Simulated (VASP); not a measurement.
Set up this calculation in VASP 6.6.1, as the native input.

```yaml
Task: single point
Functional: PBE
Potentials_or_basis: VASP PAW PBE potentials, release 64 (Al, Au)
Cutoff: 520 eV
k_mesh: 12 × 12 × 12
Occupations: gaussian, width 0.1 eV
Spin: no spin polarisation
Dipole_correction: no
Further_INCAR_settings: ALGO = Fast; EDIFF = 1e-06; NBANDS = 16
```

The structure of Al2Au lies in POSCAR:

```
Al2Au
1.0
   -0.0600000000      3.1113900000      3.1113900000
    3.1113900000     -0.0600000000      3.1113900000
    3.1113900000      3.1113900000     -0.0600000000
Al Au
2 1
Direct
    0.2323223305      0.2323223305      0.2323223305
    0.7676776695      0.7676776695      0.7676776695
    0.0000000000      0.0000000000      0.0000000000
```

This cell differs from its parent crystal: strained and its atoms moved.

These files were run (other wordings do the same):

INCAR

```
PREC = Accurate ; ENCUT = 520
EDIFF = 1E-6 ; ISMEAR = 0
SIGMA = 0.1 ; LREAL = False
LASPH = True ; NELM = 80
ALGO = Fast ; ISIF = 2
LWAVE = False ; LCHARG = False
GGA = PE ; NBANDS = 16
```

KPOINTS

```
regular mesh
0
Gamma
  12 12 12
```

Potentials or basis: VASP PAW PBE potentials, release 64 (Al, Au).

The run is started by

```sh
$ cat potpaw_PBE.64/Al/POTCAR potpaw_PBE.64/Au/POTCAR > POTCAR
$ mpirun -np 1 vasp_std > vasp.out
```

Results of the run:

```yaml
Pressure: -5.9 GPa
Largest_force: 1.253 eV/Å
Band_gap_on_the_k_mesh: zero (an odd number of electrons rules out a gap without spin polarisation)
```

Caveat: the cell differs from its parent crystal (strained and its atoms moved); the cell stands under tension; spin-orbit coupling is left out, which moves the levels of the heavy elements; forces of over 1 eV/Å act on the atoms, so gaps and moduli don't describe the material at rest.

Run time: 4.8 min on 1 thread of AMD EPYC 7R43 64-Core Processor (Zen 3), on a shared host, peak memory 0.31 GiB.
